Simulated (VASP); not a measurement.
# C (Fddd) in VASP: notebook, part 2 of 2

VASP 6.6.1.

## Step 3: Single point, LDA

Input file INCAR:

```
SYSTEM = C
  PREC = Accurate
  ENCUT = 910
  EDIFF = 1E-6
  ISMEAR = 0
  SIGMA = 0.05
  LREAL = .False.
  LASPH = .True.
  NELM = 120
  ALGO = Normal
  ISIF = 2
  LWAVE = .False.
  LCHARG = .False.
  NBANDS = 11
  GGA_COMPAT = .False.
```

Input file KPOINTS:

```
regular mesh
0
Gamma
  12 12 12
  0 0 0
```

Input file POSCAR:

```
C
1.0
    0.0000000000      1.9445543299      1.6730671760
    1.6796888139      0.0000000000      1.6730671760
    1.6796888139      1.9445543299      0.0000000000
C
2
Direct
    0.5000000000      0.5000000000      0.5000000000
    0.7500000000      0.7500000000      0.7500000000
```

Potentials or basis: VASP PAW LDA potentials, release 64 (C_h).

Command:

```bash
$ cat potpaw_LDA.64/C_h/POTCAR > POTCAR
$ mpirun -np 1 vasp_std > vasp.out
```

OUTCAR:

```text
SYSTEM = C
   PREC = Accurate
   ENCUT = 910
   EDIFF = 1E-6
   ISMEAR = 0
   LREAL = .False.
   LASPH = .True.
   NELM = 120
   ISIF = 2

 ion  position               nearest neighbor table
   1  0.500  0.500  0.500-
   2  0.750  0.750  0.750-

  LATTYP: Found a face centered orthorhombic cell.
 ALAT       =     3.3461343520
 B/A-ratio  =     1.0039577836
 C/A-ratio  =     1.1622691293

  Lattice vectors:

 A1 = (   1.6796888139,   1.9445543299,   0.0000000000)
 A2 = (   0.0000000000,   1.9445543299,   1.6730671760)
 A3 = (   1.6796888139,   0.0000000000,   1.6730671760)

Analysis of symmetry for initial positions (statically):
=====================================================================
 Subroutine PRICEL returns:
 Original cell was already a primitive cell.

 Routine SETGRP: Setting up the symmetry group for a
 face centered orthorhombic supercell.

 Subroutine GETGRP returns: Found  8 space group operations
 (whereof  4 operations were pure point group operations)
 out of a pool of  8 trial point group operations.

The static configuration has the point symmetry D_2 .
 The point group associated with its full space group is D_2h.

Analysis of symmetry for dynamics (positions and initial velocities):
=====================================================================
 Subroutine PRICEL returns:
 Original cell was already a primitive cell.

 Routine SETGRP: Setting up the symmetry group for a
 face centered orthorhombic supercell.

 Subroutine GETGRP returns: Found  8 space group operations
 (whereof  4 operations were pure point group operations)
 out of a pool of  8 trial point group operations.

The dynamic configuration has the point symmetry D_2 .
 The point group associated with its full space group is D_2h.

 Subroutine INISYM returns: Found  8 space group operations
 (whereof  4 operations are pure point group operations),
 and found     1 'primitive' translations

[... 115 lines left out ...]
  volume/ion in A,a.u.               =       5.46        36.88
  Fermi-wavevector in a.u.,A,eV,Ry     =   1.475392  2.788086 29.616907  2.176781
  Thomas-Fermi vector in A             =   2.590047
   LORBIT       =      0    0 simple, 1 ext, 2 COOP (PROOUT), +10 PAW based schemes
   GGA     = CA    functional components
   LHFCALC =     F    Hartree Fock is set to
   AEXX    =    0.0000 exact exchange contribution
   IVDW    =     0    specifies the selected vdW correction
   LEPSILON=     F    determine dielectric tensor
   LRPA    =     F    only Hartree local field effects (RPA)
 non-spin polarized calculation
 Gauss-broadening in eV      SIGMA  =   0.05
  energy-cutoff  :      910.00
  volume of cell :       10.93
 maximum number of plane-waves:       700
 NGX is ok and might be reduce to    28
   NGX = 13   NGY = 11   NGZ = 13

 number of electron       8.0000000 magnetization

 Free energy of the ion-electron system (eV)
  ---------------------------------------------------
  ext. energy  EPLUGINS =         0.00000000
  ---------------------------------------------------
  free energy    TOTEN  =       -19.73591458 eV

  energy without entropy =      -19.73591458  energy(sigma->0) =      -19.73591458

 E-fermi :  12.7371     XC(G=0): -13.8566

 val. band max:       12.4190149599   @ k =   0.0000   0.0000   0.0000
 cond. band min:      14.6700641006   @ k =   0.4167   0.4167   0.0000
 fundamental gap:      2.2510491407
 Fermi energy:        12.7370625900

 k-point     1 :       0.0000    0.0000    0.0000
  band No.  band energies     occupation
      1     -10.3272      2.00000
      2       9.7132      2.00000
      3      12.3774      2.00000
      4      12.4190      2.00000
      5      16.7269      0.00000
      6      16.7757      0.00000
      7      18.5718      0.00000
      8      25.2387      0.00000
      9      31.2487      0.00000
     10      33.3988      0.00000
     11      34.8096      0.00000
[... 309 lines left out ...]
 k-point    24 :      -0.4167    0.1667   -0.0000
  band No.  band energies     occupation
      1      -3.9455      2.00000
      2      -1.0565      2.00000
      3       6.0437      2.00000
      4       7.7838      2.00000
      5      17.8372      0.00000
      6      20.6409      0.00000
      7      25.2150      0.00000
      8      26.6546      0.00000
      9      30.5397      0.00000
     10      35.8375      0.00000
     11      37.1133      0.00000

 [... further k-points ...]
[... 5 lines left out ...]
  --------------------------------------------------------------------------------------
  -------------------------------------------------------------------------------------
  Total        3.9583841     -7.0897251      4.1373508      0.0000000      0.0000000      0.0000000
  in kB      580.2781601  -1039.3161963    606.5137408      0.0000000      0.0000000      0.0000000
  external PRESSURE =      49.1585682 kB  Pullay stress =       0.0000000 kB

 VOLUME and BASIS-vectors are now :
 -----------------------------------------------------------------------------
  energy-cutoff  :      910.00
  volume of cell :       10.93
      direct lattice vectors                 reciprocal lattice vectors
     0.000000000  1.944554330  1.673067176    -0.297674186  0.257128326  0.298852316
     1.679688814  0.000000000  1.673067176     0.297674186 -0.257128326  0.298852316
     1.679688814  1.944554330  0.000000000     0.297674186  0.257128326 -0.298852316

 POSITION                                       TOTAL-FORCE (eV/Angst)
 -----------------------------------------------------------------------------------
      1.67969      1.94455      1.67307         0.000000      0.000000      0.000000
      2.51953      2.91683      2.50960         0.000000      0.000000      0.000000
 -----------------------------------------------------------------------------------
    total drift:                                0.000000      0.000000     -0.000000

  FREE ENERGIE OF THE ION-ELECTRON SYSTEM (eV)
  ---------------------------------------------------
  free  energy   TOTEN  =       -19.7359145813 eV

  energy  without entropy=      -19.7359145813  energy(sigma->0) =      -19.73591458
```

OSZICAR:

```text
N       E                     dE             d eps       ncg     rms          rms(c)
DAV:   1     0.104263583875E+02    0.10426E+02   -0.66341E+03  6168   0.110E+03
DAV:   2    -0.195691325186E+02   -0.29995E+02   -0.28615E+02  8505   0.171E+02
DAV:   3    -0.205401245222E+02   -0.97099E+00   -0.96771E+00  7340   0.251E+01
DAV:   4    -0.205425906618E+02   -0.24661E-02   -0.24660E-02  6620   0.141E+00
DAV:   5    -0.205425937950E+02   -0.31332E-05   -0.31332E-05  7174   0.508E-02    0.504E+00
DAV:   6    -0.199464297410E+02    0.59616E+00   -0.31310E-01  6486   0.394E+00    0.269E+00
DAV:   7    -0.197360110172E+02    0.21042E+00   -0.37407E-01  6825   0.429E+00    0.354E-01
DAV:   8    -0.197359274087E+02    0.83609E-04   -0.85667E-03  6616   0.865E-01    0.291E-02
DAV:   9    -0.197359135770E+02    0.13832E-04   -0.39228E-05  7067   0.527E-02    0.139E-02
DAV:  10    -0.197359146662E+02   -0.10892E-05   -0.32848E-06  6829   0.166E-02    0.299E-03
DAV:  11    -0.197359145813E+02    0.84926E-07   -0.15812E-07  3467   0.382E-03
   1 F= -.19735915E+02 E0= -.19735915E+02  d E =-.437075E-22
```

stdout:

```text
POSCAR found type information on POSCAR C
 POSCAR found :  1 types and       2 ions
 scaLAPACK will be used
 LDA part: xc-table for (Slater(with rela. corr.)+CA(PZ))
 , standard interpolation
 POSCAR, INCAR and KPOINTS ok, starting setup
 FFT: planning ... GRIDC
 FFT: planning ... GRID_SOFT
 FFT: planning ... GRID
 WAVECAR not read
 entering main loop
```

Run time: 39 s. Hardware: 1 thread of Intel Xeon Platinum 8488C (Sapphire Rapids), shared host; peak memory 0.17 GiB.

Results:

```
Free energy            : -19.7359 eV
Pressure               : 4.9 GPa
Band gap on the k mesh : 2.25 eV, indirect (least direct gap 4.31 eV)
```

Caveat: the cell differs from its parent crystal (strain +e along x and -e along y -0.0750, strain +e along z and -e/2 along x and y -0.0525); the cutoff is under 1.25 times the usual one of these potentials, so pressure, stress and relaxed cells hold a basis-set (Pulay) error. A k mesh can miss the band edges.
